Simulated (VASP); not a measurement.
# CdAg (Pm-3m) in VASP: further runs

CdAg is run at these levels: LDA; tasks: single point, relaxation of cell and atoms.

Program: VASP 6.6.1. These are calculated values, not measurements. Logs are shortened: lines on timing, memory, paths and dates and some standing lists are left out, and cuts for length are marked.

### 1 The cell of the first run

Symmetry: Pm-3m, No. 221, cubic system. The conventional cell has a = 3.243 Å, b = 3.243 Å, c = 3.243 Å, α = 90.00°, β = 90.00°, γ = 90.00°. Within 3.7 Å of Cd (site symmetry m-3m) lie 8 Ag at 2.81 Å and 6 Cd at 3.24 Å. Within 3.7 Å of Ag (site symmetry m-3m) lie 8 Cd at 2.81 Å and 6 Ag at 3.24 Å.

### 2 Single point, LDA (17.05 Å³/atom)

The input, INCAR:

```
PREC     = Accurate       # precision mode
ENCUT    = 520            # plane-wave cutoff, eV
EDIFF    = 1E-7           # SCF threshold, eV
ISMEAR   = -1             # smearing method
SIGMA    = 0.15           # smearing width, eV
LREAL    = False          # projectors in reciprocal space
LASPH    = True           # aspherical terms in the spheres
NELM     = 60             # most SCF steps
ALGO     = Normal         # electronic algorithm
ISIF     = 2              # what is computed and relaxed
LWAVE    = False          # write WAVECAR
LCHARG   = False          # write CHGCAR
NBANDS   = 18             # bands
```

The input, KPOINTS:

```
Automatic mesh
0
Gamma
  12 12 12
```

The input, POSCAR:

```
CdAg
1.0
    3.2426138171      0.0000000000      0.0000000000
    0.0000000000      3.2426138171      0.0000000000
    0.0000000000      0.0000000000      3.2426138171
Cd Ag
1 1
Direct
    0.5000000000      0.5000000000      0.5000000000
    0.0000000000      0.0000000000      0.0000000000
```

Potentials or basis: VASP PAW LDA potentials, release 64 (Cd, Ag).

Command:

```
$ cat potpaw_LDA.64/Cd/POTCAR potpaw_LDA.64/Ag/POTCAR > POTCAR
$ mpirun -np 1 vasp_std > vasp.out
```

OUTCAR:

```text
PREC = Accurate
   ENCUT = 520
   EDIFF = 1E-7
   ISMEAR = -1
   LREAL = False
   LASPH = True
   NELM = 60
   ISIF = 2

 ion  position               nearest neighbor table
   1  0.500  0.500  0.500-   2 2.81   2 2.81   2 2.81   2 2.81   2 2.81   2 2.81   2 2.81   2 2.81

   2  0.000  0.000  0.000-   1 2.81   1 2.81   1 2.81   1 2.81   1 2.81   1 2.81   1 2.81   1 2.81

  LATTYP: Found a simple cubic cell.
 ALAT       =     3.2426138171

  Lattice vectors:

 A1 = (   3.2426138171,   0.0000000000,   0.0000000000)
 A2 = (   0.0000000000,   3.2426138171,   0.0000000000)
 A3 = (   0.0000000000,   0.0000000000,   3.2426138171)

Analysis of symmetry for initial positions (statically):
=====================================================================
 Subroutine PRICEL returns:
 Original cell was already a primitive cell.

 Routine SETGRP: Setting up the symmetry group for a
 simple cubic supercell.

 Subroutine GETGRP returns: Found 48 space group operations
 (whereof 48 operations were pure point group operations)
 out of a pool of 48 trial point group operations.

The static configuration has the point symmetry O_h .

Analysis of symmetry for dynamics (positions and initial velocities):
=====================================================================
 Subroutine PRICEL returns:
 Original cell was already a primitive cell.

 Routine SETGRP: Setting up the symmetry group for a
 simple cubic supercell.

 Subroutine GETGRP returns: Found 48 space group operations
 (whereof 48 operations were pure point group operations)
 out of a pool of 48 trial point group operations.

The dynamic configuration has the point symmetry O_h .

 Subroutine INISYM returns: Found 48 space group operations
 (whereof 48 operations are pure point group operations),
 and found     1 'primitive' translations

----------------------------------------------------------------------------------------

                                     Primitive cell

  volume of cell :      34.0946

  direct lattice vectors                    reciprocal lattice vectors
     3.242613817  0.000000000  0.000000000     0.308393184  0.000000000  0.000000000
     0.000000000  3.242613817  0.000000000     0.000000000  0.308393184  0.000000000
     0.000000000  0.000000000  3.242613817     0.000000000  0.000000000  0.308393184

  length of vectors
     3.242613817  3.242613817  3.242613817     0.308393184  0.308393184  0.308393184
[... 77 lines left out ...]
   LSORBIT =      F    spin-orbit coupling
   LASPH  =      T    aspherical Exc in radial PAW
   ENCUT  =  520.0 eV  38.22 Ry    6.18 a.u.   6.03  6.03  6.03*2*pi/ulx,y,z
   NELM   =     60;   NELMIN=  2; NELMDL= -5     # of ELM steps
   EDIFF  = 0.1E-06   stopping-criterion for ELM
   LREAL  =      F    real-space projection
   EDIFFG = 0.1E-05   stopping-criterion for IOM
   NSW    =      0    number of steps for IOM
   IBRION =     -1    ionic relax: 0-MD 1-quasi-New 2-CG
   NFREE  =      0    steps in history (QN), initial steepest desc. (CG)
   ISIF   =      2    stress and relaxation
   ISYM   =      2    0-nonsym 1-usesym 2-fastsym
   POTIM  = 0.5000    time-step for ionic-motion
   TEBEG  =    0.0;   TEEND  =   0.0 temperature during run
   PSTRESS=    0.0 pullay stress
   NELECT =      23.0000    total number of electrons
   NUPDOWN=      -1.0000    fix difference up-down
   EMIN   =  10.00;   EMAX   =-10.00  energy-range for DOS
   EFERMI =   0.00;   METHOD = LEGACY
   ISMEAR =    -1;   SIGMA  =   0.15  broadening in eV -4-tet -1-fermi 0-gaus
   EFERMI_NEDOS =   21; number of points for ismear=-14 and -15
   IALGO  =     38    algorithm
   IMIX   =      4    mixing-type and parameters
     AMIX     =   0.40;   BMIX     =  1.00
     AMIX_MAG =   1.60;   BMIX_MAG =  1.00
  volume/ion in A,a.u.               =      17.05       115.04
  Fermi-wavevector in a.u.,A,eV,Ry     =   1.435783  2.713237 28.048050  2.061474
  Thomas-Fermi vector in A             =   2.555044
   LORBIT       =      0    0 simple, 1 ext, 2 COOP (PROOUT), +10 PAW based schemes
   GGA     = CA    functional components
   LHFCALC =     F    Hartree Fock is set to
   AEXX    =    0.0000 exact exchange contribution
   IVDW    =     0    specifies the selected vdW correction
   LEPSILON=     F    determine dielectric tensor
   LRPA    =     F    only Hartree local field effects (RPA)
 non-spin polarized calculation
  energy-cutoff  :      520.00
  volume of cell :       34.09
 maximum number of plane-waves:       938
   NGX = 13   NGY = 13   NGZ = 13

 number of electron      22.9999983 magnetization

 Free energy of the ion-electron system (eV)
  ---------------------------------------------------
  ext. energy  EPLUGINS =         0.00000000
  ---------------------------------------------------
  free energy    TOTEN  =        -5.46219716 eV

  energy without entropy =       -5.42424437  energy(sigma->0) =       -5.44322076

 E-fermi :   6.5050     XC(G=0): -12.6476

 val. band max:        6.5001844911   @ k =   0.5000   0.3333   0.3333
 cond. band min:       6.5179667652   @ k =   0.3333   0.3333   0.0000
 fundamental gap:      0.0177822741
 Fermi energy:         6.5050287448

 k-point     1 :       0.0000    0.0000    0.0000
  band No.  band energies     occupation
      1      -3.2389      2.00000
      2      -3.2389      2.00000
      3      -2.9679      2.00000
      4      -2.3651      2.00000
      5      -2.3651      2.00000
      6      -2.3651      2.00000
[... 481 lines left out ...]
      5      -2.1262      2.00000
      6       0.2324      2.00000
[... 10 lines left out ...]
     17      19.2603      0.00000
     18      19.9722      0.00000

 [... further k-points ...]

------------------------ aborting loop because EDIFF is reached ----------------------------------------

  FORCE on cell =-STRESS in cart. coord.  units (eV):
  Direction    XX          YY          ZZ          XY          YZ          ZX
  --------------------------------------------------------------------------------------
  -------------------------------------------------------------------------------------
  Total        0.6974388      0.6974388      0.6974388      0.0000000     -0.0000000      0.0000000
  in kB       32.7741180     32.7741180     32.7741180      0.0000000     -0.0000000      0.0000000
  external PRESSURE =      32.7741180 kB  Pullay stress =       0.0000000 kB

 VOLUME and BASIS-vectors are now :
 -----------------------------------------------------------------------------
  energy-cutoff  :      520.00
  volume of cell :       34.09
      direct lattice vectors                 reciprocal lattice vectors
     3.242613817  0.000000000  0.000000000     0.308393184  0.000000000  0.000000000
     0.000000000  3.242613817  0.000000000     0.000000000  0.308393184  0.000000000
     0.000000000  0.000000000  3.242613817     0.000000000  0.000000000  0.308393184

 POSITION                                       TOTAL-FORCE (eV/Angst)
 -----------------------------------------------------------------------------------
      1.62131      1.62131      1.62131         0.000000      0.000000      0.000000
      0.00000      0.00000      0.00000         0.000000      0.000000      0.000000
 -----------------------------------------------------------------------------------
    total drift:                                0.000000      0.000000     -0.000000

  FREE ENERGIE OF THE ION-ELECTRON SYSTEM (eV)
  ---------------------------------------------------
  free  energy   TOTEN  =        -5.4621971571 eV

  energy  without entropy=       -5.4242443722  energy(sigma->0) =       -5.44322076
```

Wall time 13 s (1 thread of Intel Xeon 6975P-C (Granite Rapids), shared host); peak memory 0.16 GiB.

What came out:

```yaml
Free_energy: -5.4622 eV
Pressure: 3.3 GPa
Band_gap_on_the_k_mesh: zero (an odd number of electrons rules out a gap without spin polarisation)
```

Caveat: the cell stands under pressure.

### 3 Single point, LDA

This run uses another cell than the first one, of 17.40 Å³/atom.

The input, INCAR:

```
SYSTEM = CdAg
ALGO = Normal
EDIFF = 1E-6
ENCUT = 520
GGA = CA
ISIF = 2
ISMEAR = -1
LASPH = .True.
LCHARG = .False.
LREAL = .False.
LWAVE = .False.
NBANDS = 18
NELM = 80
PREC = Accurate
SIGMA = 0.15
```

The input, KPOINTS:

```
k-points
0
Gamma
  12 12 12
  0 0 0
```

The input, POSCAR:

```
CdAg
1.0
    3.2645240345      0.0000000000      0.0000000000
    0.0000000000      3.2645240345      0.0000000000
    0.0000000000      0.0000000000      3.2645240345
Cd Ag
1 1
Direct
    0.5000000000      0.5000000000      0.5000000000
    0.0000000000      0.0000000000      0.0000000000
```

Potentials or basis: VASP PAW LDA potentials, release 64 (Cd, Ag).

Command:

```
$ cat potpaw_LDA.64/Cd/POTCAR potpaw_LDA.64/Ag/POTCAR > POTCAR
$ mpirun -np 1 vasp_std > vasp.out
```

OUTCAR:

```text
SYSTEM = CdAg
   EDIFF = 1E-6
   ENCUT = 520
   GGA = CA
   ISIF = 2
   ISMEAR = -1
   LASPH = .True.
   LREAL = .False.
   NELM = 80
   PREC = Accurate

 ion  position               nearest neighbor table
   1  0.500  0.500  0.500-   2 2.83   2 2.83   2 2.83   2 2.83   2 2.83   2 2.83   2 2.83   2 2.83

   2  0.000  0.000  0.000-   1 2.83   1 2.83   1 2.83   1 2.83   1 2.83   1 2.83   1 2.83   1 2.83

  LATTYP: Found a simple cubic cell.
 ALAT       =     3.2645240345

  Lattice vectors:

 A1 = (   3.2645240345,   0.0000000000,   0.0000000000)
 A2 = (   0.0000000000,   3.2645240345,   0.0000000000)
 A3 = (   0.0000000000,   0.0000000000,   3.2645240345)

Analysis of symmetry for initial positions (statically):
=====================================================================
 Subroutine PRICEL returns:
 Original cell was already a primitive cell.

 Routine SETGRP: Setting up the symmetry group for a
 simple cubic supercell.

 Subroutine GETGRP returns: Found 48 space group operations
 (whereof 48 operations were pure point group operations)
 out of a pool of 48 trial point group operations.

The static configuration has the point symmetry O_h .
[... 157 lines left out ...]

  energy without entropy =       -5.43297842  energy(sigma->0) =       -5.45207261

 E-fermi :   6.2637     XC(G=0): -12.5306

 val. band max:        6.2498409901   @ k =   0.5000   0.3333   0.3333
 cond. band min:       6.2998931541   @ k =   0.3333   0.3333   0.0000
 fundamental gap:      0.0500521640
 Fermi energy:         6.2637030514

 k-point     1 :       0.0000    0.0000    0.0000
  band No.  band energies     occupation
      1      -3.3789      2.00000
      2      -3.3789      2.00000
      3      -3.0401      2.00000
      4      -2.5498      2.00000
      5      -2.5498      2.00000
      6      -2.5498      2.00000
[... 481 lines left out ...]
      5      -2.3228      2.00000
      6       0.0816      2.00000
[... 10 lines left out ...]
     17      18.9316      0.00000
     18      19.5425      0.00000

 [... further k-points ...]

------------------------ aborting loop because EDIFF is reached ----------------------------------------

  FORCE on cell =-STRESS in cart. coord.  units (eV):
  Direction    XX          YY          ZZ          XY          YZ          ZX
  --------------------------------------------------------------------------------------
  -------------------------------------------------------------------------------------
  Total        0.1741502      0.1741502      0.1741502     -0.0000000      0.0000000      0.0000000
  in kB        8.0200114      8.0200114      8.0200114     -0.0000000      0.0000000      0.0000000
  external PRESSURE =       8.0200114 kB  Pullay stress =       0.0000000 kB

 VOLUME and BASIS-vectors are now :
 -----------------------------------------------------------------------------
  energy-cutoff  :      520.00
  volume of cell :       34.79
      direct lattice vectors                 reciprocal lattice vectors
     3.264524034  0.000000000  0.000000000     0.306323369  0.000000000  0.000000000
     0.000000000  3.264524034  0.000000000     0.000000000  0.306323369  0.000000000
     0.000000000  0.000000000  3.264524034     0.000000000  0.000000000  0.306323369

 POSITION                                       TOTAL-FORCE (eV/Angst)
 -----------------------------------------------------------------------------------
      1.63226      1.63226      1.63226         0.000000      0.000000      0.000000
      0.00000      0.00000      0.00000         0.000000      0.000000      0.000000
 -----------------------------------------------------------------------------------
    total drift:                                0.000000      0.000000     -0.000000

  FREE ENERGIE OF THE ION-ELECTRON SYSTEM (eV)
  ---------------------------------------------------
  free  energy   TOTEN  =        -5.4711668035 eV

  energy  without entropy=       -5.4329784165  energy(sigma->0) =       -5.45207261
```

Run time: 12 s. Hardware: 1 thread of Intel Xeon 6975P-C (Granite Rapids), shared host; peak memory 0.17 GiB.

What came out:

- Free energy: -5.4712 eV
- Pressure: 0.8 GPa
- Band gap on the k mesh: zero (an odd number of electrons rules out a gap without spin polarisation)

### 4 Single point, LDA (17.74 Å³/atom)

This run uses another cell than the first one, of 17.74 Å³/atom.

The input, INCAR:

```
  ALGO = Normal
  EDIFF = 1E-7
  ENCUT = 520
  ISIF = 2
  ISMEAR = -1
  LASPH = True
  LCHARG = True
  LELF = True
  LREAL = False
  LVHAR = True
  LWAVE = False
  NBANDS = 18
  NELM = 80
  PREC = Accurate
  SIGMA = 0.15
```

The input, KPOINTS:

```
k-points
0
Gamma
  12 12 12
```

The input, POSCAR:

```
CdAg
1.0
    3.2861440290      0.0000000000      0.0000000000
    0.0000000000      3.2861440290      0.0000000000
    0.0000000000      0.0000000000      3.2861440290
Cd Ag
1 1
Direct
    0.5000000000      0.5000000000      0.5000000000
    0.0000000000      0.0000000000      0.0000000000
```

Command:

```
$ cat potpaw_LDA.64/Cd/POTCAR potpaw_LDA.64/Ag/POTCAR > POTCAR
$ mpirun -np 1 vasp_std > vasp.out
```

Wall time 12 s (1 thread of Intel Xeon 6975P-C (Granite Rapids), shared host); peak memory 0.16 GiB.

The run converged. Its results:

* Free energy: -5.4701 eV
* Pressure: -1.4 GPa
* Band gap on the k mesh: zero (an odd number of electrons rules out a gap without spin polarisation)

Levels at points of the mesh, in eV from the Fermi level:
```
           k point  band 10  band 11  band 12  band 13  band 14  band 15
(0.00, 0.00, 0.00)    -4.37    -4.37     5.07     5.07     5.07    10.00
(0.50, 0.00, 0.00)    -4.84    -4.57    -2.91    10.61    10.61    10.98
(0.50, 0.50, 0.00)    -4.11    -1.58    -1.58     1.56     2.00    11.48
(0.50, 0.50, 0.50)    -4.08     2.46     4.27     4.27     4.27     4.46
```

### 5 Relaxation of cell and atoms, LDA

This run uses another cell than the first one, of 17.40 Å³/atom.

The input, INCAR:

```
SYSTEM = CdAg
PREC = Accurate ; ENCUT = 600
EDIFF = 1E-6 ; ISMEAR = -1
SIGMA = 0.15 ; LREAL = .False.
LASPH = .True. ; NELM = 100
ALGO = Normal ; ISIF = 3
LWAVE = .False. ; LCHARG = .False.
GGA = CA ; IBRION = 2
NSW = 80 ; EDIFFG = -0.001
```

The input, KPOINTS:

```
regular mesh
0
Gamma
  12 12 12
  0 0 0
```

The input, POSCAR:

```
CdAg
1.0
    3.2645240345      0.0000000000      0.0000000000
    0.0000000000      3.2645240345      0.0000000000
    0.0000000000      0.0000000000      3.2645240345
Cd Ag
1 1
Direct
    0.5000000000      0.5000000000      0.5000000000
    0.0000000000      0.0000000000      0.0000000000
```

Command:

```
$ cat potpaw_LDA.64/Cd/POTCAR potpaw_LDA.64/Ag/POTCAR > POTCAR
$ mpirun -np 1 vasp_std > vasp.out
```

It took 42 s on 1 thread of Intel Xeon 6975P-C (Granite Rapids), shared host; peak memory 0.19 GiB.

Results (log left out):

```
Free energy                           : -5.4711 eV
Relaxed volume                        : 17.51 Å³/atom
Relaxed cell                          : a = 3.272 Å, b = 3.272 Å, c = 3.272 Å, α = 90.00°, β = 90.00°, γ = 90.00°
Space group after relaxing (to 0.1 Å) : Pm-3m (No. 221)
Energy gained by relaxing             : 0.3 meV/atom
Ionic steps                           : 3
Pressure after relaxing               : 0.0 GPa
Band gap on the k mesh                : zero (an odd number of electrons rules out a gap without spin polarisation)
```

The path:
| step | energy change (eV) | largest force (eV/Å) | pressure (GPa) | volume (Å³) |
| --- | --- | --- | --- | --- |
| 1 | 0.0000 | 0.0000 | 0.72 | 34.79 |
| 2 | -0.0002 | 0.0000 | -0.59 | 35.19 |
| 3 | -0.0005 | 0.0000 | 0.00 | 35.02 |

Final structure:
```
Cd Ag
1.0
     3.27160    0.00000    0.00000
     0.00000    3.27160    0.00000
     0.00000    0.00000    3.27160
Cd Ag
1 1
Direct
  0.50000 0.50000 0.50000
  0.00000 0.00000 0.00000
```

Levels at points of the mesh, in eV from the Fermi level:
| k point | band 9 | band 10 | band 11 | band 12 | band 13 | band 14 | band 15 |
| --- | --- | --- | --- | --- | --- | --- | --- |
| (0.00, 0.00, 0.00) | -4.39 | -4.39 | -4.39 | 5.09 | 5.09 | 5.09 | 10.17 |
| (0.50, 0.00, 0.00) | -5.16 | -4.88 | -4.60 | -2.93 | 10.73 | 10.73 | 11.08 |
| (0.50, 0.50, 0.00) | -4.48 | -4.14 | -1.63 | -1.63 | 1.63 | 2.05 | 11.59 |
| (0.50, 0.50, 0.50) | -4.11 | -4.11 | 2.52 | 4.30 | 4.30 | 4.30 | 4.50 |

### 6 The runs side by side

```csv
task,cell,cutoff (eV),gap on the mesh (eV),pressure (GPa)
single point,"a = 3.243 Å, 2 atoms",520,none,3.3
single point,"a = 3.265 Å, 2 atoms",520,none,0.8
single point,"a = 3.286 Å, 2 atoms",520,none,-1.4
relaxation of cell and atoms,"relaxed from a = 3.265 Å, 2 atoms",600,none,0.0
```

Alike in all rows: level LDA; potentials or basis VASP PAW LDA potentials, release 64 (Cd, Ag); no spin polarisation; k mesh 12 × 12 × 12; smearing fermi-dirac 0.15 eV.

Caveats: the cell stands under pressure (at least some runs).

Absolute energies hang on the potentials; compare differences alone.
